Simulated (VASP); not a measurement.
A run of VASP 6.6.1:

INCAR

```
SYSTEM = Ta
PREC = Accurate
ENCUT = 520
EDIFF = 1E-6
ISMEAR = 0
SIGMA = 0.15
LREAL = .FALSE.
LASPH = .TRUE.
NELM = 60
ALGO = Fast
ISIF = 2
LWAVE = .FALSE.
LCHARG = .TRUE.
GGA = PS
LELF = .TRUE.
LVHAR = .TRUE.
NBANDS = 30
```

KPOINTS

```
regular mesh
0
G
  22 22 7
  0 0 0
```

File POSCAR:

```
Ta
1.0
   -1.6402597622      1.6402597622     -1.6402597622
   -1.6402597622     -1.6402597622      1.6402597622
   -0.3280519524      6.5610390490      6.5610390490
Ta
4
Direct
   -0.0875000000     -0.0875000000      0.8750000000
    0.4875000000      0.4875000000      0.1250000000
   -0.0375000000     -0.0375000000      0.3750000000
    0.4375000000      0.4375000000      0.6250000000
```

Potentials or basis: VASP PAW PBE potentials, release 64 (Ta_pv).

Command:

```bash
$ cat potpaw_PBE.64/Ta_pv/POTCAR > POTCAR
$ mpirun -np 1 vasp_std > vasp.out
```

Hardware: 1 thread of Oxide Virtual Turin-like Processor, on a shared host.

Q: How long does it take, and how much memory?

A: Wall time 61 min on 1 thread of Oxide Virtual Turin-like Processor (shared host), peak memory 1.2 GiB. Counts: scf iterations 14, k points 892.
